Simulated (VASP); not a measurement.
# Ge (P6mm) in VASP: a series of runs

Ge is run at these levels: PBE; tasks: single point, relaxation of cell and atoms.

Program: VASP 6.6.1. These are calculated values, not measurements. Logs are shortened: lines on timing, memory, paths and dates and some standing lists are left out, and cuts for length are marked.

**1. The cell of the first run**

Symmetry: P6mm, No. 183, hexagonal system. The conventional cell has a = 7.514 Å, b = 7.514 Å, c = 4.603 Å, α = 90.00°, β = 90.00°, γ = 120.00°. Ge (site symmetry m) has 5 Ge at 2.40 to 2.96 Å within 3.2 Å. Within 3.9 Å of Ge (site symmetry 3m) lie 12 Ge at 2.96 to 3.89 Å.

The cell was built from a structure type or drawn by symmetry, and may not be a known phase.

**2. Single point, PBE**

INCAR

```
PREC = Accurate
ENCUT = 520
EDIFF = 1E-7
ISMEAR = 0
SIGMA = 0.1
LREAL = False
LASPH = True
NELM = 80
ALGO = Normal
ISIF = 2
LWAVE = False
LCHARG = False
GGA = PE
NBANDS = 66
```

KPOINTS

```
regular mesh
0
Gamma
  3 3 2
```

POSCAR

```
Ge
1.0
    7.5136389287      0.0000000000      0.0000000000
   -3.7568194644      6.5070021871      0.0000000000
    0.0000000000      0.0000000000      4.6027619643
Ge
8
Direct
    0.3402235341      0.0000000000      0.1418205333
    0.0000000000      0.3402235341      0.1418205333
    0.6597764659      0.6597764659      0.1418205333
    0.6597764659      0.0000000000      0.1418205333
    0.0000000000      0.6597764659      0.1418205333
    0.3402235341      0.3402235341      0.1418205333
    0.3333333333      0.6666666667      0.4914444800
    0.6666666667      0.3333333333      0.4914444800
```

Potentials or basis: VASP PAW PBE potentials, release 64 (Ge_d).

On the command line:

```bash
cat potpaw_PBE.64/Ge_d/POTCAR > POTCAR
mpirun -np 1 vasp_std > vasp.out
```

OUTCAR:

```text
PREC = Accurate
   ENCUT = 520
   EDIFF = 1E-7
   ISMEAR = 0
   LREAL = False
   LASPH = True
   NELM = 80
   ISIF = 2
   GGA = PE

 ion  position               nearest neighbor table
   1  0.340  0.000  0.142-   4 2.40   5 2.56   6 2.56
   2  0.000  0.340  0.142-   5 2.40   4 2.56   6 2.56
   3  0.660  0.660  0.142-   6 2.40   5 2.56   4 2.56
   4  0.660  0.000  0.142-   1 2.40   2 2.56   3 2.56
   5  0.000  0.660  0.142-   2 2.40   1 2.56   3 2.56
   6  0.340  0.340  0.142-   3 2.40   2 2.56   1 2.56
   7  0.333  0.667  0.491-
   8  0.667  0.333  0.491-

  LATTYP: Found a hexagonal cell.
 ALAT       =     7.5136389287
 C/A-ratio  =     0.6125875901

  Lattice vectors:

 A1 = (   7.5136389287,   0.0000000000,   0.0000000000)
 A2 = (  -3.7568194644,   6.5070021871,   0.0000000000)
 A3 = (   0.0000000000,   0.0000000000,   4.6027619643)

Analysis of symmetry for initial positions (statically):
=====================================================================
 Subroutine PRICEL returns:
 Original cell was already a primitive cell.

 Routine SETGRP: Setting up the symmetry group for a
 hexagonal supercell.

 Subroutine GETGRP returns: Found 12 space group operations
 (whereof 12 operations were pure point group operations)
 out of a pool of 24 trial point group operations.

The static configuration has the point symmetry C_6v.

Analysis of symmetry for dynamics (positions and initial velocities):
=====================================================================
 Subroutine PRICEL returns:
 Original cell was already a primitive cell.

 Routine SETGRP: Setting up the symmetry group for a
 hexagonal supercell.

 Subroutine GETGRP returns: Found 12 space group operations
 (whereof 12 operations were pure point group operations)
 out of a pool of 24 trial point group operations.

The dynamic configuration has the point symmetry C_6v.

 Subroutine INISYM returns: Found 12 space group operations
 (whereof 12 operations are pure point group operations),
 and found     1 'primitive' translations

----------------------------------------------------------------------------------------

                                     Primitive cell

  volume of cell :     225.0349

  direct lattice vectors                    reciprocal lattice vectors
     7.513638929  0.000000000  0.000000000     0.133091304  0.076840300  0.000000000
    -3.756819464  6.507002187  0.000000000     0.000000000  0.153680600  0.000000000
     0.000000000  0.000000000  4.602761964     0.000000000  0.000000000  0.217260855

  length of vectors
     7.513638929  7.513638929  4.602761964     0.153680600  0.153680600  0.217260855

  position of ions in fractional coordinates (direct lattice)
     0.340223534  0.000000000  0.141820533
     1.000000000  0.340223534  0.141820533
     0.659776466  0.659776466  0.141820533
     0.659776466  0.000000000  0.141820533
     1.000000000  0.659776466  0.141820533
     0.340223534  0.340223534  0.141820533
     0.333333333  0.666666667  0.491444480
     0.666666667  0.333333333  0.491444480

  ion indices of the primitive-cell ions
   primitive index   ion index
                 1           1
                 2           2
                 3           3
                 4           4
                 5           5
                 6           6
                 7           7
                 8           8

----------------------------------------------------------------------------------------

 KPOINTS: regular mesh

Automatic generation of k-mesh.
 Grid dimensions read from file:
 generate k-points for:    3    3    2

 Generating k-lattice:

  Cartesian coordinates                     Fractional coordinates (reciprocal lattice)
     0.044363768  0.025613433  0.000000000     0.333333333 -0.000000000  0.000000000
     0.000000000  0.051226867  0.000000000     0.000000000  0.333333333  0.000000000
     0.000000000  0.000000000  0.108630428     0.000000000  0.000000000  0.500000000

  Length of vectors
     0.051226867  0.051226867  0.108630428

  Shift w.r.t. Gamma in fractional coordinates (k-lattice)
     0.000000000  0.000000000  0.000000000

 Subroutine IBZKPT returns following result:
 ===========================================

 Found      6 irreducible k-points:

 Following reciprocal coordinates:
            Coordinates               Weight
  0.000000  0.000000  0.000000      1.000000
  0.333333  0.000000  0.000000      6.000000
  0.333333  0.333333  0.000000      2.000000
  0.000000  0.000000  0.500000      1.000000
  0.333333  0.000000  0.500000      6.000000
  0.333333  0.333333  0.500000      2.000000
   k-points           NKPTS =      6   k-points in BZ     NKDIM =      6   number of bands    NBANDS=     66
   number of dos      NEDOS =    301   number of ions     NIONS =      8
   total plane-waves  NPLWV = 112896
   dimension x,y,z NGX =    56 NGY =   56 NGZ =   36
   dimension x,y,z NGXF=   112 NGYF=  112 NGZF=   72
   ions per type =               8
   NGX,Y,Z   is equivalent  to a cutoff of  12.39, 12.39, 13.00 a.u.
   NGXF,Y,Z  is equivalent  to a cutoff of  24.78, 24.78, 26.01 a.u.
 SYSTEM =  unknown system
   PREC   = accura    normal or accurate (medium, high low for compatibility)
   ISTART =      0    job   : 0-new  1-cont  2-samecut
   ICHARG =      2    charge: 1-file 2-atom 10-const
   ISPIN  =      1    spin polarized calculation?
   LNONCOLLINEAR =      F non collinear calculations
   LSORBIT =      F    spin-orbit coupling
   LASPH  =      T    aspherical Exc in radial PAW
   ENCUT  =  520.0 eV  38.22 Ry    6.18 a.u.  13.97 13.97  8.56*2*pi/ulx,y,z
   NELM   =     80;   NELMIN=  2; NELMDL= -5     # of ELM steps
   EDIFF  = 0.1E-06   stopping-criterion for ELM
   LREAL  =      F    real-space projection
   EDIFFG = 0.1E-05   stopping-criterion for IOM
   NSW    =      0    number of steps for IOM
   IBRION =     -1    ionic relax: 0-MD 1-quasi-New 2-CG
   NFREE  =      0    steps in history (QN), initial steepest desc. (CG)
   ISIF   =      2    stress and relaxation
   ISYM   =      2    0-nonsym 1-usesym 2-fastsym
   POTIM  = 0.5000    time-step for ionic-motion
   TEBEG  =    0.0;   TEEND  =   0.0 temperature during run
   PSTRESS=    0.0 pullay stress
   NELECT =     112.0000    total number of electrons
   NUPDOWN=      -1.0000    fix difference up-down
   EMIN   =  10.00;   EMAX   =-10.00  energy-range for DOS
   EFERMI =   0.00;   METHOD = LEGACY
   ISMEAR =     0;   SIGMA  =   0.10  broadening in eV -4-tet -1-fermi 0-gaus
   EFERMI_NEDOS =   21; number of points for ismear=-14 and -15
   IALGO  =     38    algorithm
   IMIX   =      4    mixing-type and parameters
     AMIX     =   0.40;   BMIX     =  1.00
     AMIX_MAG =   1.60;   BMIX_MAG =  1.00
  volume/ion in A,a.u.               =      28.13       189.83
  Fermi-wavevector in a.u.,A,eV,Ry     =   1.297371  2.451676 22.900945  1.683172
  Thomas-Fermi vector in A             =   2.428768
   LORBIT       =      0    0 simple, 1 ext, 2 COOP (PROOUT), +10 PAW based schemes
   GGA     = PE    functional components
   LHFCALC =     F    Hartree Fock is set to
   AEXX    =    0.0000 exact exchange contribution
   IVDW    =     0    specifies the selected vdW correction
   LEPSILON=     F    determine dielectric tensor
   LRPA    =     F    only Hartree local field effects (RPA)
 non-spin polarized calculation
 Gauss-broadening in eV      SIGMA  =   0.10
  energy-cutoff  :      520.00
  volume of cell :      225.03
 maximum number of plane-waves:      6108
 NGX is ok and might be reduce to    56
   NGX = 27   NGY = 27   NGZ = 17

 number of electron     112.0000026 magnetization

 Free energy of the ion-electron system (eV)
  ---------------------------------------------------
  ext. energy  EPLUGINS =         0.00000000
  ---------------------------------------------------
  free energy    TOTEN  =       -31.45240871 eV

  energy without entropy =      -31.43517620  energy(sigma->0) =      -31.44379246

 E-fermi :   3.0714     XC(G=0):  -8.9088

 val. band max:        3.0408819087   @ k =   0.3333   0.0000   0.0000
 cond. band min:       3.3189841219   @ k =   0.3333   0.3333   0.0000
 fundamental gap:      0.2781022132
 Fermi energy:         3.0714244192

 k-point     1 :       0.0000    0.0000    0.0000
  band No.  band energies     occupation
      1     -21.7578      2.00000
      2     -21.7286      2.00000
      3     -21.6970      2.00000
      4     -21.6970      2.00000
      5     -21.6712      2.00000
      6     -21.6557      2.00000
[... 58 lines left out ...]
     65       6.7757      0.00000
     66       6.9970      0.00000

 k-point     2 :       0.3333    0.0000    0.0000
  band No.  band energies     occupation
      1     -21.7433      2.00000
      2     -21.7168      2.00000
      3     -21.7053      2.00000
      4     -21.6995      2.00000
      5     -21.6752      2.00000
      6     -21.6635      2.00000
[... 58 lines left out ...]
     65       6.3612      0.00000
     66       6.9752      0.00000

 k-point     3 :       0.3333    0.3333    0.0000
  band No.  band energies     occupation
      1     -21.7246      2.00000
      2     -21.7246      2.00000
      3     -21.7077      2.00000
      4     -21.6874      2.00000
      5     -21.6874      2.00000
      6     -21.6652      2.00000
[... 58 lines left out ...]
     65       6.4927      0.00000
     66       6.4927      0.00000

 k-point     4 :       0.0000    0.0000    0.5000
  band No.  band energies     occupation
      1     -21.7577      2.00000
      2     -21.7285      2.00000
      3     -21.6968      2.00000
      4     -21.6968      2.00000
      5     -21.6703      2.00000
      6     -21.6555      2.00000
[... 58 lines left out ...]
     65       7.3285      0.00000
     66       7.3356      0.00000

 k-point     5 :       0.3333    0.0000    0.5000
  band No.  band energies     occupation
      1     -21.7432      2.00000
      2     -21.7166      2.00000
      3     -21.7054      2.00000
      4     -21.6994      2.00000
      5     -21.6748      2.00000
      6     -21.6630      2.00000
[... 58 lines left out ...]
     65       6.8645      0.00000
     66       7.6097      0.00000

 k-point     6 :       0.3333    0.3333    0.5000
  band No.  band energies     occupation
      1     -21.7245      2.00000
      2     -21.7245      2.00000
      3     -21.7077      2.00000
      4     -21.6874      2.00000
      5     -21.6874      2.00000
      6     -21.6645      2.00000
[... 58 lines left out ...]
     65       6.7982      0.00000
     66       7.5383      0.00000

------------------------ aborting loop because EDIFF is reached ----------------------------------------

  FORCE on cell =-STRESS in cart. coord.  units (eV):
  Direction    XX          YY          ZZ          XY          YZ          ZX
  --------------------------------------------------------------------------------------
  -------------------------------------------------------------------------------------
  Total       -0.1622024     -0.1622024      0.1677496      0.0000000      0.0000000     -0.0000000
  in kB       -1.1548302     -1.1548302      1.1943240      0.0000000      0.0000000     -0.0000000
  external PRESSURE =      -0.3717788 kB  Pullay stress =       0.0000000 kB

 VOLUME and BASIS-vectors are now :
 -----------------------------------------------------------------------------
  energy-cutoff  :      520.00
  volume of cell :      225.03
      direct lattice vectors                 reciprocal lattice vectors
     7.513638929  0.000000000  0.000000000     0.133091304  0.076840300  0.000000000
    -3.756819464  6.507002187  0.000000000     0.000000000  0.153680600  0.000000000
     0.000000000  0.000000000  4.602761964     0.000000000  0.000000000  0.217260855

 POSITION                                       TOTAL-FORCE (eV/Angst)
 -----------------------------------------------------------------------------------
      2.55632      0.00000      0.65277        -0.000331     -0.000000     -0.000619
     -1.27816      2.21384      0.65277         0.000165     -0.000286     -0.000619
      2.47866      4.29317      0.65277         0.000165      0.000286     -0.000619
      4.95732      0.00000      0.65277         0.000331      0.000000     -0.000619
     -2.47866      4.29317      0.65277        -0.000165      0.000286     -0.000619
      1.27816      2.21384      0.65277        -0.000165     -0.000286     -0.000619
     -0.00000      4.33800      2.26200        -0.000000      0.000000      0.001857
      3.75682      2.16900      2.26200        -0.000000     -0.000000      0.001857
 -----------------------------------------------------------------------------------
    total drift:                               -0.000003     -0.000004     -0.004283

  FREE ENERGIE OF THE ION-ELECTRON SYSTEM (eV)
  ---------------------------------------------------
  free  energy   TOTEN  =       -31.4524087120 eV

  energy  without entropy=      -31.4351762013  energy(sigma->0) =      -31.44379246
```

It took 73 s on 1 thread of Intel Xeon 6975P-C (Granite Rapids), shared host; peak memory 0.33 GiB.

Results:

```yaml
Free_energy: -31.4524 eV
Pressure: 0.0 GPa
Band_gap_on_the_k_mesh: zero (bands 56 and 57 overlap by 0.89 eV)
```

Levels at points of the mesh, in eV from the Fermi level:
| k point | band 54 | band 55 | band 56 | band 57 | band 58 | band 59 |
| --- | --- | --- | --- | --- | --- | --- |
| (0.00, 0.00, 0.00) | -0.50 | -0.50 | -0.27 | -0.27 | 1.25 | 1.25 |
| (0.00, 0.00, 0.50) | -1.49 | -1.40 | -1.40 | -0.92 | 1.29 | 1.29 |

Caveat: the k points lie up to 0.68 Å⁻¹ apart, too coarse for converged energies and pressures of a metal.

**3. Single point, PBE**

This run uses another cell than the first one.

INCAR

```
ALGO = Normal ; EDIFF = 1E-6
ENCUT = 520 ; GGA = PE
ISIF = 2 ; ISMEAR = 0
LASPH = T ; LCHARG = F
LREAL = F ; LWAVE = F
NBANDS = 66 ; NELM = 80
PREC = Accurate ; SIGMA = 0.1
```

KPOINTS

```
k-points
0
Gamma
  3 3 2
```

POSCAR

```
Ge
1.0
    6.0577061200      0.0000000000      0.0000000000
   -3.0288530600      5.2461273900      0.0000000000
    0.0000000000      0.0000000000      8.7959382600
Ge
8
Direct
    0.2649531200      0.0000000000      0.2158027400
    0.0000000000      0.2649531200      0.2158027400
    0.7350468800      0.7350468800      0.2158027400
    0.7350468800      0.0000000000      0.2158027400
    0.0000000000      0.7350468800      0.2158027400
    0.2649531200      0.2649531200      0.2158027400
    0.3333333300      0.6666666700      0.2694978600
    0.6666666700      0.3333333300      0.2694978600
```

Potentials or basis: VASP PAW PBE potentials, release 64 (Ge_d).

On the command line:

```bash
cat potpaw_PBE.64/Ge_d/POTCAR > POTCAR
mpirun -np 1 vasp_std > vasp.out
```

Run time: 1.7 min. Hardware: 1 thread of Intel Xeon 6975P-C (Granite Rapids), shared host; peak memory 0.39 GiB.

It converged, with:

- Free energy: 39.2375 eV
- Largest force: 38.047 eV/Å
- Band gap on the k mesh: zero (bands 56 and 57 overlap by 0.18 eV)

Forces on the atoms (eV/Å):
```
Ge   38.030   0.000  -1.136
Ge  -19.015  32.935  -1.136
Ge  -19.015 -32.935  -1.136
Ge  -38.030   0.000  -1.136
Ge   19.015 -32.935  -1.136
Ge   19.015  32.935  -1.136
Ge    0.000   0.000   3.407
Ge    0.000   0.000   3.407
```

Levels at points of the mesh, in eV from the Fermi level:
```
           k point  band 55  band 56  band 57  band 58  band 59  band 60
(0.00, 0.00, 0.00)    -1.32    -1.15    -0.03    -0.03     1.24     1.32
(0.00, 0.00, 0.50)    -1.32    -1.15    -0.03    -0.03     1.32     1.49
```

Caveat: the k points lie up to 0.40 Å⁻¹ apart; atoms lie so close that the PAW spheres overlap strongly, which falsifies energies and pressures.

**4. Relaxation of cell and atoms, PBE**

INCAR

```
SYSTEM = Ge
  PREC = Accurate
  ENCUT = 600
  EDIFF = 1E-7
  ISMEAR = 0
  SIGMA = 0.1
  LREAL = .False.
  LASPH = .True.
  NELM = 80
  ALGO = Normal
  ISIF = 3
  LWAVE = .False.
  LCHARG = .False.
  GGA = PE
  IBRION = 2
  NSW = 90
  EDIFFG = -0.04
```

KPOINTS

```
regular mesh
0
Gamma
  3 3 4
  0 0 0
```

POSCAR

```
Ge
1.0
    7.5136389287      0.0000000000      0.0000000000
   -3.7568194644      6.5070021871      0.0000000000
    0.0000000000      0.0000000000      4.6027619643
Ge
8
Direct
    0.3402235341      0.0000000000      0.1418205333
    0.0000000000      0.3402235341      0.1418205333
    0.6597764659      0.6597764659      0.1418205333
    0.6597764659      0.0000000000      0.1418205333
    0.0000000000      0.6597764659      0.1418205333
    0.3402235341      0.3402235341      0.1418205333
    0.3333333333      0.6666666667      0.4914444800
    0.6666666667      0.3333333333      0.4914444800
```

On the command line:

```bash
cat potpaw_PBE.64/Ge_d/POTCAR > POTCAR
mpirun -np 1 vasp_std > vasp.out
```

Wall time 50 min (1 thread of Intel Xeon 6975P-C (Granite Rapids), shared host); peak memory 0.43 GiB.

Results (log left out):

| Item | Value |
| --- | --- |
| Free energy | -33.4517 eV |
| Relaxed volume | 21.09 Å³/atom |
| Relaxed cell | a = 7.960 Å, b = 7.960 Å, c = 3.075 Å, α = 90.00°, β = 90.00°, γ = 120.00° |
| Space group after relaxing (to 0.1 Å) | P6/mmm (No. 191) |
| Pressure after relaxing | 0.1 GPa |
| Largest force after relaxing | 0.011 eV/Å |
| Band gap on the k mesh | zero (bands 56 and 57 overlap by 4.13 eV) |

Forces in eV/Å, atoms in the order of the input:
```
Ge  -0.011  0.000 -0.002
Ge   0.006 -0.010 -0.002
Ge   0.006  0.010 -0.002
Ge   0.011  0.000 -0.002
Ge  -0.006  0.010 -0.002
Ge  -0.006 -0.010 -0.002
Ge   0.000  0.000  0.006
Ge   0.000  0.000  0.006
```

Stress tensor (GPa, compression positive):
```
0.05 0.00 0.00
0.00 0.05 0.00
0.00 0.00 0.21
```

Final structure:
```
Ge
1.0
     7.95985    0.00000    0.00000
    -3.97992    6.89343    0.00000
     0.00000    0.00000    3.07487
Ge
8
Direct
  0.33516 0.00000 0.10471
  0.00000 0.33516 0.10471
  0.66484 0.66484 0.10471
  0.66484 0.00000 0.10471
  0.00000 0.66484 0.10471
  0.33516 0.33516 0.10471
  0.33333 0.66667 0.60277
  0.66667 0.33333 0.60277
```

Levels at points of the mesh, in eV from the Fermi level:
```
           k point  band 53  band 54  band 55  band 56  band 57  band 58  band 59  band 60  band 61  band 62
(0.00, 0.00, 0.00)    -2.03    -0.92    -0.14    -0.14     1.74     1.74     2.12     4.66     4.90     4.90
(0.00, 0.00, 0.50)    -3.26    -2.52    -2.17    -0.93    -0.93     0.52     0.63     1.81     1.81     1.98
```

Caveat: the volume moved by over 15 % at a fixed basis, so the end points are rough.

**5. Overview**

```tsv
task	cell	k mesh	cutoff (eV)	gap on the mesh (eV)	pressure (GPa)	largest force (eV/Å)
single point	a = 7.514, b = 7.514, c = 4.603 Å, angles 90.0, 90.0, 120.0°, 8 atoms, atomic positions A	3 × 3 × 2	520	none	0.0	-
single point	a = 6.058, b = 6.058, c = 8.796 Å, angles 90.0, 90.0, 120.0°, 8 atoms, atomic positions B	3 × 3 × 2	520	none	-	38.05
relaxation of cell and atoms	relaxed from a = 7.514, b = 7.514, c = 4.603 Å, angles 90.0, 90.0, 120.0°, 8 atoms, atomic positions A	3 × 3 × 4	600	none	0.1	0.01
```

Alike in all rows: level PBE; potentials or basis VASP PAW PBE potentials, release 64 (Ge_d); no spin polarisation; smearing gaussian 0.1 eV.

Caveats: some runs use coarse meshes; atoms lie so close that the PAW spheres overlap strongly, which falsifies energies and pressures (at least some runs); the volume moved by over 15 % at a fixed basis, so the end points are rough (at least some runs).

Absolute energies hang on the potentials; compare differences alone.
